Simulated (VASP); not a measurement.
Set up this calculation in VASP 6.6.1, as the native input.

```yaml
Task: electrostatic potential
Functional: HSE06
Potentials_or_basis: VASP PAW PBE potentials, release 64 (Sr_sv, O)
Cutoff: 520 eV
k_mesh: 8 × 8 × 8
Occupations: gaussian, width 0.02 eV
Spin: no spin polarisation
Grid_for_exact_exchange_PRECFOCK: Fast
Further_INCAR_settings: ALGO = Normal; EDIFF = 1e-07
Share_of_exact_exchange: 0.25
Screening_parameter: 0.2 1/Å
```

Crystal: SrO.

```
CELL_PARAMETERS angstrom
0.00000 2.57543 2.57543
2.57543 0.00000 2.57543
2.57543 2.57543 0.00000
ATOMIC_POSITIONS crystal
Sr 0.00000 0.00000 0.00000
O 0.50000 0.50000 0.50000
```

The input as run:

POSCAR

```
SrO                                     
1.0
    0.0000000000      2.5754250918      2.5754250918
    2.5754250918      0.0000000000      2.5754250918
    2.5754250918      2.5754250918      0.0000000000
  Sr              O             
     1     1
Direct
     0.0000000000000000    0.0000000000000000    0.0000000000000000
     0.5000000000000000    0.5000000000000000    0.5000000000000000
```

INCAR.step1

```
  PREC = Accurate
  ENCUT = 520
  EDIFF = 1E-5
  ISMEAR = 0
  SIGMA = 0.02
  LREAL = F
  LASPH = T
  NELM = 100
  ALGO = Normal
  ISIF = 2
  LWAVE = T
  GGA = PE
  KPAR = 4
```

INCAR.step2

```
  PREC = Accurate
  ENCUT = 520
  EDIFF = 1E-7
  ISMEAR = 0
  SIGMA = 0.02
  LREAL = F
  LASPH = T
  NELM = 100
  ALGO = Normal
  ISIF = 2
  LWAVE = F
  LCHARG = T
  GGA = PE
  LHFCALC = T
  HFSCREEN = 0.2
  PRECFOCK = Fast
  LVHAR = T
  ISTART = 1
  KPAR = 4
```

KPOINTS

```
regular mesh
0
Gamma
  8 8 8
```

Potentials or basis: VASP PAW PBE potentials, release 64 (Sr_sv, O).

The run is started by

```bash
$ cat potpaw_PBE.64/Sr_sv/POTCAR potpaw_PBE.64/O/POTCAR > POTCAR
$ cp INCAR.step1 INCAR
$ mpirun -np 4 vasp_std > vasp.out
$ cp INCAR.step2 INCAR
$ mpirun -np 4 vasp_std > vasp.out
```

It gave:

```yaml
Pressure: 0.7 GPa
Band_gap_on_the_k_mesh: 4.77 eV (least direct gap 4.87 eV)
```

Caveat: the PAW data sets were made with another functional, which shifts forces and pressure a little.

It took 7.4 min on 4 MPI ranks on Intel(R) Xeon(R) 6975P-C (Granite Rapids), on a shared host, peak memory 0.27 GiB a rank.
